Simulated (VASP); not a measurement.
# ZnS (Pm-3m) in VASP: further runs

Runs on ZnS. Level: PBEsol. Tasks: single point.

All numbers are computed with VASP 6.6.1; they aren't measurements. Logs are shortened: lines on timing, memory, paths and dates and some standing lists are left out, and cuts for length are marked.

**1. The cell of the first run**

It takes space group Pm-3m (No. 221, cubic). Conventional cell: a = 3.279 Å, b = 3.279 Å, c = 3.279 Å, α = 90.00°, β = 90.00°, γ = 90.00°. S (site symmetry m-3m) has 8 Zn at 2.84 Å and 6 S at 3.28 Å within 3.7 Å. Zn (site symmetry m-3m) has 8 S at 2.84 Å and 6 Zn at 3.28 Å within 3.7 Å.

**2. Single point, PBEsol**

The input, INCAR:

```
PREC = Accurate ; ENCUT = 500
EDIFF = 1E-6 ; ISMEAR = 0
SIGMA = 0.0101 ; LREAL = F
LASPH = T ; NELM = 120
ALGO = Normal ; ISIF = 2
LWAVE = F ; LCHARG = F
GGA = PS ; NBANDS = 16
GGA_COMPAT = F
```

The input, KPOINTS:

```
regular mesh
0
Gamma
  6 6 6
```

The input, POSCAR:

```
ZnS
1.0
    3.2787670000      0.0000000000      0.0000000000
    0.0000000000      3.2787670000      0.0000000000
    0.0000000000      0.0000000000      3.2787670000
S Zn
1 1
Direct
    0.0000000000      0.0000000000      0.0000000000
    0.5000000000      0.5000000000      0.5000000000
```

Potentials or basis: VASP PAW PBE potentials, release 64 (S, Zn).

Launch:

```bash
cat potpaw_PBE.64/S/POTCAR potpaw_PBE.64/Zn/POTCAR > POTCAR
mpirun -np 1 vasp_std > vasp.out
```

OUTCAR:

```text
PREC = Accurate
   ENCUT = 500
   EDIFF = 1E-6
   ISMEAR = 0
   LREAL = F
   LASPH = T
   NELM = 120
   ISIF = 2
   GGA = PS

 ion  position               nearest neighbor table
   1  0.000  0.000  0.000-   2 2.84   2 2.84   2 2.84   2 2.84   2 2.84   2 2.84   2 2.84   2 2.84

   2  0.500  0.500  0.500-   1 2.84   1 2.84   1 2.84   1 2.84   1 2.84   1 2.84   1 2.84   1 2.84

  LATTYP: Found a simple cubic cell.
 ALAT       =     3.2787670000

  Lattice vectors:

 A1 = (   3.2787670000,   0.0000000000,   0.0000000000)
 A2 = (   0.0000000000,   3.2787670000,   0.0000000000)
 A3 = (   0.0000000000,   0.0000000000,   3.2787670000)

Analysis of symmetry for initial positions (statically):
=====================================================================
 Subroutine PRICEL returns:
 Original cell was already a primitive cell.

 Routine SETGRP: Setting up the symmetry group for a
 simple cubic supercell.

 Subroutine GETGRP returns: Found 48 space group operations
 (whereof 48 operations were pure point group operations)
 out of a pool of 48 trial point group operations.

The static configuration has the point symmetry O_h .

Analysis of symmetry for dynamics (positions and initial velocities):
=====================================================================
 Subroutine PRICEL returns:
 Original cell was already a primitive cell.

 Routine SETGRP: Setting up the symmetry group for a
 simple cubic supercell.

 Subroutine GETGRP returns: Found 48 space group operations
 (whereof 48 operations were pure point group operations)
 out of a pool of 48 trial point group operations.

The dynamic configuration has the point symmetry O_h .

 Subroutine INISYM returns: Found 48 space group operations
 (whereof 48 operations are pure point group operations),
 and found     1 'primitive' translations

----------------------------------------------------------------------------------------

                                     Primitive cell

  volume of cell :      35.2478

  direct lattice vectors                    reciprocal lattice vectors
     3.278767000  0.000000000  0.000000000     0.304992700  0.000000000  0.000000000
     0.000000000  3.278767000  0.000000000     0.000000000  0.304992700  0.000000000
     0.000000000  0.000000000  3.278767000     0.000000000  0.000000000  0.304992700

  length of vectors
     3.278767000  3.278767000  3.278767000     0.304992700  0.304992700  0.304992700

  position of ions in fractional coordinates (direct lattice)
     0.000000000  0.000000000  0.000000000
     0.500000000  0.500000000  0.500000000

  ion indices of the primitive-cell ions
   primitive index   ion index
                 1           1
                 2           2

----------------------------------------------------------------------------------------

 KPOINTS: regular mesh

Automatic generation of k-mesh.
 Grid dimensions read from file:
 generate k-points for:    6    6    6

 Generating k-lattice:

  Cartesian coordinates                     Fractional coordinates (reciprocal lattice)
     0.050832117  0.000000000  0.000000000     0.166666667  0.000000000  0.000000000
     0.000000000  0.050832117  0.000000000     0.000000000  0.166666667  0.000000000
     0.000000000  0.000000000  0.050832117     0.000000000  0.000000000  0.166666667

  Length of vectors
     0.050832117  0.050832117  0.050832117

  Shift w.r.t. Gamma in fractional coordinates (k-lattice)
     0.000000000  0.000000000  0.000000000

 Subroutine IBZKPT returns following result:
 ===========================================

 Found     20 irreducible k-points:

 Following reciprocal coordinates:
            Coordinates               Weight
  0.000000  0.000000  0.000000      1.000000
  0.166667  0.000000  0.000000      6.000000
  0.333333  0.000000  0.000000      6.000000
  0.500000  0.000000  0.000000      3.000000
  0.166667  0.166667  0.000000     12.000000
  0.333333  0.166667  0.000000     24.000000
[... 12 lines left out ...]
  0.500000  0.500000  0.333333      6.000000
  0.500000  0.500000  0.500000      1.000000
   k-points           NKPTS =     20   k-points in BZ     NKDIM =     20   number of bands    NBANDS=     16
   number of dos      NEDOS =    301   number of ions     NIONS =      2
   total plane-waves  NPLWV =  13824
   dimension x,y,z NGX =    24 NGY =   24 NGZ =   24
   dimension x,y,z NGXF=    48 NGYF=   48 NGZF=   48
   ions per type =               1   1
   NGX,Y,Z   is equivalent  to a cutoff of  12.17, 12.17, 12.17 a.u.
   NGXF,Y,Z  is equivalent  to a cutoff of  24.34, 24.34, 24.34 a.u.
 SYSTEM =  unknown system
   PREC   = accura    normal or accurate (medium, high low for compatibility)
   ISTART =      0    job   : 0-new  1-cont  2-samecut
   ICHARG =      2    charge: 1-file 2-atom 10-const
   ISPIN  =      1    spin polarized calculation?
   LNONCOLLINEAR =      F non collinear calculations
   LSORBIT =      F    spin-orbit coupling
   LASPH  =      T    aspherical Exc in radial PAW
   ENCUT  =  500.0 eV  36.75 Ry    6.06 a.u.   5.98  5.98  5.98*2*pi/ulx,y,z
   NELM   =    120;   NELMIN=  2; NELMDL= -5     # of ELM steps
   EDIFF  = 0.1E-05   stopping-criterion for ELM
   LREAL  =      F    real-space projection
   EDIFFG = 0.1E-04   stopping-criterion for IOM
   NSW    =      0    number of steps for IOM
   IBRION =     -1    ionic relax: 0-MD 1-quasi-New 2-CG
   NFREE  =      0    steps in history (QN), initial steepest desc. (CG)
   ISIF   =      2    stress and relaxation
   ISYM   =      2    0-nonsym 1-usesym 2-fastsym
   POTIM  = 0.5000    time-step for ionic-motion
   TEBEG  =    0.0;   TEEND  =   0.0 temperature during run
   PSTRESS=    0.0 pullay stress
   NELECT =      18.0000    total number of electrons
   NUPDOWN=      -1.0000    fix difference up-down
   EMIN   =  10.00;   EMAX   =-10.00  energy-range for DOS
   EFERMI =   0.00;   METHOD = LEGACY
   ISMEAR =     0;   SIGMA  =   0.01  broadening in eV -4-tet -1-fermi 0-gaus
   EFERMI_NEDOS =   21; number of points for ismear=-14 and -15
   IALGO  =     38    algorithm
   IMIX   =      4    mixing-type and parameters
     AMIX     =   0.40;   BMIX     =  1.00
     AMIX_MAG =   1.60;   BMIX_MAG =  1.00
  volume/ion in A,a.u.               =      17.62       118.93
  Fermi-wavevector in a.u.,A,eV,Ry     =   1.308544  2.472790 23.297097  1.712288
  Thomas-Fermi vector in A             =   2.439204
   LORBIT       =      0    0 simple, 1 ext, 2 COOP (PROOUT), +10 PAW based schemes
   GGA     = PS    functional components
   LHFCALC =     F    Hartree Fock is set to
   AEXX    =    0.0000 exact exchange contribution
   IVDW    =     0    specifies the selected vdW correction
   LEPSILON=     F    determine dielectric tensor
   LRPA    =     F    only Hartree local field effects (RPA)
 non-spin polarized calculation
 Gauss-broadening in eV      SIGMA  =   0.01
  energy-cutoff  :      500.00
  volume of cell :       35.25
 maximum number of plane-waves:       922
 NGX is ok and might be reduce to    24
   NGX = 11   NGY = 11   NGZ = 11

 number of electron      17.9999977 magnetization

 Free energy of the ion-electron system (eV)
  ---------------------------------------------------
  ext. energy  EPLUGINS =         0.00000000
  ---------------------------------------------------
  free energy    TOTEN  =        -5.61645551 eV

  energy without entropy =       -5.61553443  energy(sigma->0) =       -5.61599497

 E-fermi :   3.8551     XC(G=0): -10.8129

 val. band max:        3.7959870301   @ k =   0.5000   0.0000   0.0000
 cond. band min:       3.8590440208   @ k =   0.3333   0.3333   0.0000
 fundamental gap:      0.0630569907
 Fermi energy:         3.8550613904

 k-point     1 :       0.0000    0.0000    0.0000
  band No.  band energies     occupation
      1     -10.0834      2.00000
      2      -3.1175      2.00000
      3      -3.1175      2.00000
      4      -2.7891      2.00000
      5      -2.7891      2.00000
      6      -2.7891      2.00000
[... 8 lines left out ...]
     15      15.0956      0.00000
     16      18.5730      0.00000

 k-point     2 :       0.1667    0.0000    0.0000
  band No.  band energies     occupation
      1      -9.8389      2.00000
      2      -3.1047      2.00000
      3      -3.0974      2.00000
      4      -2.8375      2.00000
      5      -2.8375      2.00000
      6      -2.7850      2.00000
[... 8 lines left out ...]
     15      14.4677      0.00000
     16      18.7129      0.00000

 k-point     3 :       0.3333    0.0000    0.0000
  band No.  band energies     occupation
      1      -9.2390      2.00000
      2      -3.2644      2.00000
      3      -3.0792      2.00000
      4      -2.9287      2.00000
      5      -2.9287      2.00000
      6      -2.7769      2.00000
[... 8 lines left out ...]
     15      16.7244      0.00000
     16      17.0026      0.00000

 k-point     4 :       0.5000    0.0000    0.0000
  band No.  band energies     occupation
      1      -8.8453      2.00000
      2      -3.6952      2.00000
      3      -3.0664      2.00000
      4      -2.9718      2.00000
      5      -2.9718      2.00000
      6      -2.7729      2.00000
[... 8 lines left out ...]
     15      15.4377      0.00000
     16      19.2117      0.00000
[... 248 lines left out ...]
 k-point    18 :       0.5000    0.3333    0.3333
  band No.  band energies     occupation
      1      -7.6495      2.00000
      2      -3.2576      2.00000
      3      -3.2200      2.00000
      4      -2.9165      2.00000
      5      -2.7890      2.00000
      6      -2.7260      2.00000
[... 8 lines left out ...]
     15      17.7067      0.00000
     16      19.4123      0.00000

 k-point    19 :       0.5000    0.5000    0.3333
  band No.  band energies     occupation
      1      -7.3845      2.00000
      2      -3.2831      2.00000
      3      -3.2831      2.00000
      4      -3.1183      2.00000
      5      -2.7556      2.00000
      6      -2.6724      2.00000
[... 8 lines left out ...]
     15      20.4385      0.00000
     16      20.4385      0.00000

 k-point    20 :       0.5000    0.5000    0.5000
  band No.  band energies     occupation
      1      -7.0941      2.00000
      2      -3.3715      2.00000
      3      -3.3715      2.00000
      4      -3.3715      2.00000
      5      -2.6709      2.00000
      6      -2.6709      2.00000
[... 8 lines left out ...]
     15      21.9526      0.00000
     16      21.9526      0.00000

------------------------ aborting loop because EDIFF is reached ----------------------------------------

  FORCE on cell =-STRESS in cart. coord.  units (eV):
  Direction    XX          YY          ZZ          XY          YZ          ZX
  --------------------------------------------------------------------------------------
  -------------------------------------------------------------------------------------
  Total       -1.9729013     -1.9729013     -1.9729013      0.0000000      0.0000000      0.0000000
  in kB      -89.6776596    -89.6776596    -89.6776596      0.0000000      0.0000000      0.0000000
  external PRESSURE =     -89.6776596 kB  Pullay stress =       0.0000000 kB

 VOLUME and BASIS-vectors are now :
 -----------------------------------------------------------------------------
  energy-cutoff  :      500.00
  volume of cell :       35.25
      direct lattice vectors                 reciprocal lattice vectors
     3.278767000  0.000000000  0.000000000     0.304992700  0.000000000  0.000000000
     0.000000000  3.278767000  0.000000000     0.000000000  0.304992700  0.000000000
     0.000000000  0.000000000  3.278767000     0.000000000  0.000000000  0.304992700

 POSITION                                       TOTAL-FORCE (eV/Angst)
 -----------------------------------------------------------------------------------
      0.00000      0.00000      0.00000         0.000000      0.000000      0.000000
      1.63938      1.63938      1.63938         0.000000      0.000000      0.000000
 -----------------------------------------------------------------------------------
    total drift:                                0.000000      0.000000     -0.000000

  FREE ENERGIE OF THE ION-ELECTRON SYSTEM (eV)
  ---------------------------------------------------
  free  energy   TOTEN  =        -5.6164555111 eV

  energy  without entropy=       -5.6155344303  energy(sigma->0) =       -5.61599497
```

Run time: 18 s. Hardware: 1 thread of Intel Xeon 8259CL, shared host; peak memory 0.14 GiB.

Results:

* Free energy: -5.6165 eV
* Pressure: -9.0 GPa
* Band gap on the k mesh: zero (band 9 reaches 3.86 eV, above the bottom of band 10 at 2.78 eV)

Caveat: the PAW data sets were made with another functional, which shifts forces and pressure a little.

**3. Single point, PBEsol**

The input, INCAR:

```
SYSTEM = ZnS
ALGO     = Normal         ! electronic algorithm
EDIFF    = 1E-6           ! SCF threshold, eV
ENCUT    = 500            ! plane-wave cutoff, eV
GGA      = PS             ! functional
GGA_COMPAT= .False.      
ISIF     = 2              ! what is computed and relaxed
ISMEAR   = -1             ! smearing method
LASPH    = .True.         ! aspherical terms in the spheres
LCHARG   = .False.        ! write CHGCAR
LREAL    = .False.        ! projectors in reciprocal space
LWAVE    = .False.        ! write WAVECAR
NBANDS   = 16             ! bands
NELM     = 120            ! most SCF steps
PREC     = Accurate       ! precision mode
SIGMA    = 0.025          ! smearing width, eV
```

The input, KPOINTS:

```
Automatic mesh
0
Gamma
  6 6 6
  0.5 0.5 0.5
```

POSCAR is that of step 2.

Potentials or basis: VASP PAW PBE potentials, release 64 (S, Zn).

Launch:

```bash
cat potpaw_PBE.64/S/POTCAR potpaw_PBE.64/Zn/POTCAR > POTCAR
mpirun -np 1 vasp_std > vasp.out
```

Run time: 11 s. Hardware: 1 thread of Intel Xeon 8259CL, shared host; peak memory 0.13 GiB.

It converged, with:

- Free energy: -5.6134 eV
- Pressure: -8.5 GPa
- Band gap on the k mesh: 0.11 eV, indirect (least direct gap 0.78 eV)

Levels at points of the mesh, in eV from the valence-band top:
| k point | band 5 | band 6 | band 7 | band 8 | band 9 | band 10 | band 11 | band 12 | band 13 | band 14 |
| --- | --- | --- | --- | --- | --- | --- | --- | --- | --- | --- |
| (0.08, 0.08, 0.08) | -6.40 | -6.40 | -2.47 | -1.19 | -1.19 | 1.24 | 7.00 | 7.00 | 9.72 | 10.98 |

Caveat: the PAW data sets were made with another functional, which shifts forces and pressure a little. A k mesh can miss the band edges.

(Part 1 of 2 ends here.)
